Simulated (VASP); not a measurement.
# WS2: single point with LDA

The system is WS2.

```xyz
3
Lattice="1.5790 0.9116 5.9784 -1.5790 0.9116 5.9784 0.0000 -1.8233 5.9784" Properties=species:S:1:pos:R:3 pbc="T T T"
W     0.0000    0.0000    0.0000
S     0.0000    0.0000   13.4568
S     0.0000    0.0000   10.4204
```

This cell differs from its parent crystal: zz strain of -3 %.

* Program: VASP 6.6.1
* Task: single point
* Functional: LDA
* Potentials or basis: VASP PAW LDA potentials, release 64 (W_sv, S)
* Cutoff: 520 eV
* k mesh: 13 × 13 × 13
* Occupations: fermi-dirac, width 0.08 eV
* Spin: no spin polarisation
* Dipole correction: no
* Further INCAR settings: ALGO = Normal; EDIFF = 1e-06; NBANDS = 20

```json
{
  "Pressure": "2.4 GPa",
  "Largest force": "1.047 eV/Å",
  "Band gap on the k mesh": "0.89 eV (least direct gap 1.99 eV)"
}
```

Forces in eV/Å, atoms in the order of the input:
```
W    0.000  0.000 -0.627
S    0.000  0.000  1.047
S    0.000  0.000 -0.420
```

Stress tensor (GPa, compression positive):
```
0.17 0.00 0.00
0.00 0.17 0.00
0.00 0.00 6.80
```

Levels at points of the mesh, in eV from the valence-band top:
| k point | band 11 | band 12 | band 13 | band 14 | band 15 | band 16 |
| --- | --- | --- | --- | --- | --- | --- |
| (0.00, 0.00, 0.00) | -2.78 | -1.55 | -1.30 | 1.90 | 1.90 | 2.43 |

Wall time 4.5 min on 1 thread of Intel(R) Xeon(R) 6975P-C (Granite Rapids), on a shared host, peak memory 0.41 GiB.

Caveat: the cell differs from its parent crystal (zz strain of -3 %); the stress differs along the axes, from 0 to 7 GPa; spin-orbit coupling is left out, which moves the levels of the heavy elements; forces of over 1 eV/Å act on the atoms, so gaps and moduli don't describe the material at rest. A k mesh can miss the band edges.
